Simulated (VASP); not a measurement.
Pb: single point with PBEsol

The system is Pb.

```
Pb
1.0
     0.00000    3.45627    3.45627
     3.45627    0.00000    3.45627
     3.45627    3.45627    0.00000
Pb
2
Direct
  0.12500 0.12500 0.12500
  0.87500 0.87500 0.87500
```

* Program: VASP 6.6.1
* Task: single point
* Functional: PBEsol
* Potentials or basis: VASP PAW PBE potentials, release 64 (Pb_d)
* Cutoff: 520 eV
* k mesh: 13 × 13 × 13
* Occupations: fermi-dirac, width 0.1 eV
* Spin: no spin polarisation
* Dipole correction: no
* Further INCAR settings: ALGO = Normal; EDIFF = 1e-06; NBANDS = 21

The pressure is -0.1 GPa and the band gap on the k mesh is zero (band 14 reaches 4.42 eV, above the bottom of band 15 at 3.31 eV).

Levels at points of the mesh, in eV from the Fermi level:
```csv
k point,band 11,band 12,band 13,band 14,band 15,band 16,band 17,band 18
"(0.00, 0.00, 0.00)",-11.02,-3.98,0.44,0.44,0.44,2.44,2.44,2.44
```

Wall time 99 s on 1 thread of Intel(R) Xeon(R) Platinum 8375C CPU @ 2.90GHz (Ice Lake), with other jobs on the host, peak memory 0.27 GiB.

Caveat: the PAW data sets were made with another functional, which shifts forces and pressure a little; spin-orbit coupling is left out, which moves the levels of the heavy elements.
